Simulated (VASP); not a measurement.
# V (Im-3m) in VASP: elastic constants with PBEsol

Aim: the elastic constants of V with PBEsol.

Everything below comes from runs of VASP 6.6.1. Logs are shortened: lines on timing, memory, paths and dates and some standing lists are left out, and cuts for length are marked.

## Step 1: The cell of the first run

The structure is cubic, space group Im-3m (No. 229). The conventional cell has a = 2.963 Å, b = 2.963 Å, c = 2.963 Å, α = 90.00°, β = 90.00°, γ = 90.00°. Within 3.4 Å of V (site symmetry m-3m) lie 14 V at 2.57 to 2.96 Å.

## Step 2: Elastic constants, PBEsol

INCAR

```
ALGO     = Fast           # electronic algorithm
EDIFF    = 1E-8           # SCF threshold, eV
ENCUT    = 600            # plane-wave cutoff, eV
GGA      = PS             # functional
IBRION   = 6              # ionic algorithm
ISIF     = 3              # what is computed and relaxed
ISMEAR   = -1             # smearing method
LASPH    = T              # aspherical terms in the spheres
LCHARG   = F              # write CHGCAR
LREAL    = F              # projectors in reciprocal space
LWAVE    = F              # write WAVECAR
NBANDS   = 12             # bands
NELM     = 100            # most SCF steps
NFREE    = 2            
NSW      = 1              # ionic steps
POTIM    = 0.015          # step
PREC     = Accurate       # precision mode
SIGMA    = 0.15           # smearing width, eV
```

KPOINTS

```
k-points
0
Gamma
  20 20 20
```

POSCAR

```
V
1.0
   -1.4813160365      1.4813160365      1.4813160365
    1.4813160365     -1.4813160365      1.4813160365
    1.4813160365      1.4813160365     -1.4813160365
V
1
Direct
    0.0000000000      0.0000000000      0.0000000000
```

Potentials or basis: VASP PAW PBE potentials, release 64 (V_sv).

Command:

```console
> cat potpaw_PBE.64/V_sv/POTCAR > POTCAR
> mpirun -np 1 vasp_std > vasp.out
```

OUTCAR:

```text
EDIFF = 1E-8
   ENCUT = 600
   GGA = PS
   IBRION = 6
   ISIF = 3
   ISMEAR = -1
   LASPH = T
   LREAL = F
   NELM = 100
   NFREE = 2
   NSW = 1
   POTIM = 0.015
   PREC = Accurate

 ion  position               nearest neighbor table
   1  0.000  0.000  0.000-

  LATTYP: Found a body centered cubic cell.
 ALAT       =     2.9626320730

  Lattice vectors:

 A1 = (  -1.4813160365,   1.4813160365,   1.4813160365)
 A2 = (   1.4813160365,  -1.4813160365,   1.4813160365)
 A3 = (   1.4813160365,   1.4813160365,  -1.4813160365)

Analysis of symmetry for initial positions (statically):
=====================================================================
 Subroutine PRICEL returns:
 Original cell was already a primitive cell.

 Routine SETGRP: Setting up the symmetry group for a
 body centered cubic supercell.

 Subroutine GETGRP returns: Found 48 space group operations
 (whereof 48 operations were pure point group operations)
 out of a pool of 48 trial point group operations.

The static configuration has the point symmetry O_h .

Analysis of symmetry for dynamics (positions and initial velocities):
=====================================================================
 Subroutine PRICEL returns:
 Original cell was already a primitive cell.

 Routine SETGRP: Setting up the symmetry group for a
 body centered cubic supercell.

 Subroutine GETGRP returns: Found 48 space group operations
 (whereof 48 operations were pure point group operations)
 out of a pool of 48 trial point group operations.

The dynamic configuration has the point symmetry O_h .

 Subroutine INISYM returns: Found 48 space group operations
 (whereof 48 operations are pure point group operations),
 and found     1 'primitive' translations

----------------------------------------------------------------------------------------

                                     Primitive cell

  volume of cell :      13.0018

[... 679 lines left out ...]
--------------------------------------- Ionic step       15  -------------------------------------------

 number of electron      13.0000000 magnetization

 Free energy of the ion-electron system (eV)
  ---------------------------------------------------
  ext. energy  EPLUGINS =         0.00000000
  ---------------------------------------------------
  free energy    TOTEN  =        -9.69550301 eV

  energy without entropy =       -9.58012178  energy(sigma->0) =       -9.63781239

 E-fermi :  10.0505     XC(G=0): -13.2523

 val. band max:       10.0365297155   @ k =   0.3000   0.0500   0.0500
 cond. band min:      10.0589815156   @ k =   0.1500   0.0000   0.0000
 fundamental gap:      0.0224518001
 Fermi energy:        10.0505272070

 k-point     1 :       0.0000    0.0000    0.0000
  band No.  band energies     occupation
      1     -53.4153      2.00000
      2     -26.7557      2.00000
      3     -26.7557      2.00000
      4     -26.7557      2.00000
      5       3.3354      2.00000
      6      10.4348      0.14329
      7      10.4348      0.14329
      8      10.4348      0.14329
      9      12.5311      0.00000
     10      12.5311      0.00000
     11      30.7700      0.00000
     12      30.7700      0.00000
[... 373 lines left out ...]
  FREE ENERGIE OF THE ION-ELECTRON SYSTEM (eV)
  ---------------------------------------------------
  free  energy   TOTEN  =        -9.6955030068 eV

  energy  without entropy=       -9.5801217830  energy(sigma->0) =       -9.63781239

 INTERNAL STRAIN TENSORS FROM STRAINED CELLS
 ============================================

 INTERNAL STRAIN TENSOR FOR ION    1 for displacements in x,y,z  (eV/Angst):
          X           Y           Z          XY          YZ          ZX
  --------------------------------------------------------------------------------
  x     0.00000     0.00000     0.00000     0.00000    -0.00000     0.00000
  y    -0.00000    -0.00000     0.00000    -0.00000     0.00000     0.00000
  z     0.00000    -0.00000     0.00000     0.00000     0.00000    -0.00000

 INTERNAL STRAIN TENSORS FROM DISPLACED ATOMS
 ============================================

 INTERNAL STRAIN TENSOR FOR ION    1 for displacements in x,y,z  (eV/Angst):
          X           Y           Z          XY          YZ          ZX
  --------------------------------------------------------------------------------
  x     0.00000     0.00000     0.00000     0.00000     0.00000     0.00000
  y     0.00000     0.00000     0.00000     0.00000     0.00000     0.00000
  z     0.00000     0.00000     0.00000     0.00000     0.00000     0.00000

 Eigenvectors and eigenvalues of the dynamical matrix
 ----------------------------------------------------

   1 f/i=    0.000000 THz     0.000000 2PiTHz    0.000000 cm-1     0.000000 meV
             X         Y         Z           dx          dy          dz
      0.000000  0.000000  0.000000     1.000000    0.000000    0.000000

   2 f/i=    0.000000 THz     0.000000 2PiTHz    0.000000 cm-1     0.000000 meV
             X         Y         Z           dx          dy          dz
      0.000000  0.000000  0.000000     0.000000    1.000000    0.000000

   3 f/i=    0.000000 THz     0.000000 2PiTHz    0.000000 cm-1     0.000000 meV
             X         Y         Z           dx          dy          dz
      0.000000  0.000000  0.000000     0.000000    0.000000    1.000000

--------------------------------------------------------------------------------------------------------

 ELASTIC MODULI CONTR FROM IONIC RELAXATION (kBar)
 Direction    XX          YY          ZZ          XY          YZ          ZX
 --------------------------------------------------------------------------------
 XX           0.0000      0.0000      0.0000      0.0000      0.0000      0.0000
 YY           0.0000      0.0000      0.0000      0.0000      0.0000      0.0000
 ZZ           0.0000      0.0000      0.0000      0.0000      0.0000      0.0000
 XY           0.0000      0.0000      0.0000      0.0000      0.0000      0.0000
 YZ           0.0000      0.0000      0.0000      0.0000      0.0000      0.0000
 ZX           0.0000      0.0000      0.0000      0.0000      0.0000      0.0000
 --------------------------------------------------------------------------------

 TOTAL ELASTIC MODULI (kBar)
 Direction    XX          YY          ZZ          XY          YZ          ZX
 --------------------------------------------------------------------------------
 XX        2881.5491   1466.0343   1466.0343     -0.0000     -0.0000      0.0000
 YY        1466.0343   2881.5491   1466.0343      0.0000     -0.0000      0.0000
 ZZ        1466.0343   1466.0343   2881.5491     -0.0000      0.0000      0.0000
 XY          -0.0000      0.0000     -0.0000    236.8779      0.0000      0.0000
 YZ          -0.0000     -0.0000      0.0000      0.0000    236.8779      0.0000
 ZX           0.0000      0.0000      0.0000      0.0000      0.0000    236.8779
 --------------------------------------------------------------------------------
```

OSZICAR:

```text
N       E                     dE             d eps       ncg     rms          rms(c)
DAV:   1     0.978767132094E+02    0.97877E+02   -0.76302E+03  6152   0.132E+03
DAV:   2    -0.976998728771E+01   -0.10765E+03   -0.10431E+03  6240   0.349E+02
DAV:   3    -0.111825632406E+02   -0.14126E+01   -0.14087E+01  6720   0.470E+01
[... 209 lines left out ...]
RMM:   8    -0.969550292653E+01   -0.22823E-06   -0.23461E-06  6082   0.176E-02    0.459E-04
RMM:   9    -0.969550297924E+01   -0.52707E-07   -0.46967E-07  4475   0.711E-03    0.383E-04
RMM:  10    -0.969550299239E+01   -0.13146E-07   -0.62267E-08  4106   0.289E-03    0.166E-04
RMM:  11    -0.969550300427E+01   -0.11881E-07   -0.11614E-08  2886   0.114E-03    0.113E-04
RMM:  12    -0.969550300683E+01   -0.25643E-08   -0.20139E-09  2454   0.536E-04
  15 F= -.96955030E+01 E0= -.96378124E+01  d E =-.115381E+00
```

stdout:

```text
POSCAR found type information on POSCAR V
 POSCAR found :  1 types and       1 ions
 scaLAPACK will be used
 -----------------------------------------------------------------------------
|                                                                             |
|                                                                             |
|     You enforced a specific xc type in the INCAR file but a different       |
|     I HOPE YOU KNOW WHAT YOU ARE DOING!                                     |
[... 29 lines left out ...]
 Finite differences progress:
 bond charge predicted
 Finite differences progress:
 bond charge predicted
 Finite differences progress:
 bond charge predicted
 Finite differences progress:
 bond charge predicted
 Finite differences progress:
 bond charge predicted
 Finite differences progress:
 bond charge predicted
 Finite differences progress:
```

It took 24 min on 1 thread of Intel Xeon 6975P-C, shared host; peak memory 0.79 GiB.

What came out:

```yaml
Elastic_constants_C11_C12_C44: 288, 147, 24 GPa
Voigt_bulk_modulus: 194 GPa
```

Elastic tensor in Voigt notation (GPa, in the Cartesian axes of the cell as first typed):
```
288 147 147   0   0   0
147 288 147   0   0   0
147 147 288   0   0   0
  0   0   0  24   0   0
  0   0   0   0  24   0
  0   0   0   0   0  24
```

Clamped-ion elastic tensor (GPa):
```
288 147 147   0   0   0
147 288 147   0   0   0
147 147 288   0   0   0
  0   0   0  24   0   0
  0   0   0   0  24   0
  0   0   0   0   0  24
```

Caveat: the PAW data sets were made with another functional, which shifts forces and pressure a little.
